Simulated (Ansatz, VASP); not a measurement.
## One calculation of Sn, two programs

```
Sn
1.0
     0.03246    3.26183    3.26183
     3.26183    0.03246    3.26183
     3.26183    3.26183    0.03246
Sn
2
Direct
  0.50000 0.50000 0.50000
  0.75000 0.75000 0.75000
```

Change from the starting cell: equal xy, yz and zx shear strains of +1 %, crystal datasets.

Alike in both runs: task electric field gradients; functional PBEsol; k mesh 11 × 11 × 11; occupations fermi-dirac, width 0.05 eV; no spin polarisation.

```csv
,VASP,Ansatz
version,VASP 6.6.1,Ansatz 0.2.0
potentials or method,"VASP PAW PBE potentials, release 64 (Sn_d), cutoff 520 eV","all-electron PAW with datasets made for the crystal, scalar-relativistic"
```

VASP gave:

- pressure (GPa): 0.9
- traceless stress, the component that is largest in VASP (GPa): -0.50
- rms of the force components (eV/Å): 0.088
- size of Vzz on the site where it differs most (V/Å²): 14.7

Question: Estimate Ansatz's values.

Answer: Pressure (GPa): 1.0; traceless stress, the component that is largest in VASP (GPa): -0.50; rms of the force components (eV/Å): 0.088; size of Vzz on the site where it differs most (V/Å²): 14.3.

VASP's potentials were made for PBE, not for PBEsol. Atom by atom the forces differ by 0.000 eV/Å (rms over components). Ansatz ran all-electron here, and VASP with PAW potentials.
